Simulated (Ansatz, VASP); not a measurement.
## Two plane-wave programs on Al

INCAR

```
SYSTEM = Al
PREC = Accurate
ENCUT = 600
EDIFF = 1E-7
ISMEAR = 1
SIGMA = 0.1
LREAL = .FALSE.
LASPH = .TRUE.
NELM = 60
ALGO = Normal
ISIF = 3
LWAVE = .FALSE.
LCHARG = .FALSE.
GGA = PE
IBRION = 2
NSW = 80
EDIFFG = -0.005
```

Contents of KPOINTS:

```
Automatic mesh
0
G
  16 16 16
  0 0 0
```

The input POSCAR:

```
Al
1.0
    0.0000000000      2.0194648000      2.0194648000
    2.0194648000      0.0000000000      2.0194648000
    2.0194648000      2.0194648000      0.0000000000
Al
1
Direct
    0.0000000000      0.0000000000      0.0000000000
```

Input for Ansatz:

```yaml
crystal:
  lattice:
    - [0.0, 2.0194648, 2.0194648]
    - [2.0194648, 0.0, 2.0194648]
    - [2.0194648, 2.0194648, 0.0]
  atoms:
    - { symbol: Al, position: [0.0, 0.0, 0.0] }
basis:
  ecutwfc: 420
  xc_grid: 2
hamiltonian:
  xc: pbe
  pseudopotentials: { kind: paw, azcp: { folder: soft_1 } }
kpoints:
  mp_grid: { grid: [16, 16, 16] }
scf:
  occupations: { method: methfessel_paxton, width: 0.1 }
  max_iter: 120
relax:
  f_tol: 0.005
  max_steps: 60
  cell: {}
output:
  forces: true
  stress: true
checkpoint:
  write: "../cell.run"
  compress: false
  write_wavefunctions: false
  write_every: 100000
```

Alike in both runs: task relaxation of cell and atoms; functional PBE; k mesh 16 × 16 × 16; occupations methfessel-paxton of order 1, width 0.1 eV; no spin polarisation.

|  | VASP | Ansatz |
| --- | --- | --- |
| version | VASP 6.6.1 | Ansatz 0.2.0 |
| potentials or method | VASP PAW PBE potentials, release 64 (Al), cutoff 600 eV | plane-wave PAW DFT |
| valence electrons in the cell | 3 | 3 |

|  | VASP | Ansatz | Ansatz less VASP |
| --- | --- | --- | --- |
| relaxed volume (Å³/atom) | 16.47 | 16.47 | 0.000 |
| relaxed cell length with the largest relative difference (Å) | 2.856 | 2.856 | 0.0000 |

Noted on VASP's run: the relaxation stopped at its first step, so nothing moved.
